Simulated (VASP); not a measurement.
Here is a VASP 6.6.1 calculation.

File INCAR:

```
PREC = Accurate ; ENCUT = 520
EDIFF = 1E-6 ; ISMEAR = -1
SIGMA = 0.02 ; LREAL = False
LASPH = True ; NELM = 60
ALGO = Normal ; ISIF = 2
LWAVE = False ; LCHARG = False
GGA = PE ; NBANDS = 14
```

KPOINTS

```
regular mesh
0
Gamma
  8 8 8
```

File POSCAR:

```
NaF
1.0
    0.0000000000      2.5148081609      2.5616422415
    2.5148081609      0.0000000000      2.5616422415
    2.5148081609      2.5148081609      0.0000000000
Na F
1 1
Direct
    0.0000000000      0.0000000000      0.0000000000
    0.2500000000      0.2500000000      0.2500000000
```

Potentials or basis: VASP PAW PBE potentials, release 64 (Na_pv, F).

Command:

```bash
$ cat potpaw_PBE.64/Na_pv/POTCAR potpaw_PBE.64/F/POTCAR > POTCAR
$ mpirun -np 1 vasp_std > vasp.out
```

**Question.** What does it give for the band gap on the k mesh?

**Answer.** 5.61 eV, indirect (the least direct gap lies 1.5 meV higher).

**Question.** What does it give for the pressure?

**Answer.** 2.0 GPa.

Caveat: the cell differs from its parent crystal (epitaxial xy strain -0.7%). A k mesh can miss the band edges.
